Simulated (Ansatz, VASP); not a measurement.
## Two plane-wave programs on Ir

The input INCAR:

```
SYSTEM = Ir
ALGO = Fast
EDIFF = 1E-7
ENCUT = 520
GGA = PS
ISIF = 2
ISMEAR = 0
LASPH = .TRUE.
LCHARG = .FALSE.
LREAL = .FALSE.
LWAVE = .FALSE.
NBANDS = 16
NELM = 100
PREC = Accurate
SIGMA = 0.15
```

File KPOINTS:

```
k-points
0
G
  18 18 12
  0 0 0
```

Contents of POSCAR:

```
Ir
1.0
    2.7513778946      0.0000000000      0.0000000000
   -1.3756889473      2.3827631521      0.0000000000
    0.0000000000      0.0000000000      4.4622900000
Ir
2
Direct
    0.6793176446      0.5221897036      0.7500000000
    0.3333333333      0.6666666667      0.2500000000
```

Input for Ansatz:

```yaml
crystal:
  lattice:
    - [2.7513778946, 0.0, 0.0]
    - [-1.3756889473, 2.3827631521, 0.0]
    - [0.0, 0.0, 4.46229]
  atoms:
    - { symbol: Ir, position: [0.6793176446, 0.5221897036, 0.75] }
    - { symbol: Ir, position: [0.3333333333, 0.6666666667, 0.25] }
basis:
  ecutwfc: 420
kpoints:
  mp_grid: { grid: [18, 18, 12] }
hamiltonian:
  xc: pbesol
scf:
  occupations: { method: gaussian, width: 0.15 }
output:
  forces: true
  stress: true
  eigenvalues: true
```

Alike in both runs: task single point; functional PBEsol; k mesh 18 × 18 × 12; occupations gaussian, width 0.15 eV; no spin polarisation.

```csv
,VASP,Ansatz
version,VASP 6.6.1,Ansatz 0.2.0
potentials or method,"VASP PAW PBE potentials, release 64 (Ir), cutoff 520 eV","scalar-relativistic, plane waves, PAW"
valence electrons in the cell,18,34
```

```tsv
	VASP	Ansatz	Ansatz less VASP
gap on the k mesh at the Fermi level (eV)	none	none	-
pressure (GPa)	-3.2	-4.0	-0.82
traceless stress, the component that is largest in VASP (GPa)	15.01	14.89	-0.114
rms of the force components (eV/Å)	0.947	0.944	-0.0031
```

VASP's potentials were made for PBE, not for PBEsol. Atom by atom the forces differ by 0.007 eV/Å (rms over components). A gap of «none» marks a metal or a gap that the smearing closes. The functional is the same, so the differences come from potentials, cutoffs and numerics. VASP's potentials hold 18 valence electrons a cell and Ansatz's 34, so a difference there can come from the potentials and not from the codes.

Spin-orbit coupling is off throughout.
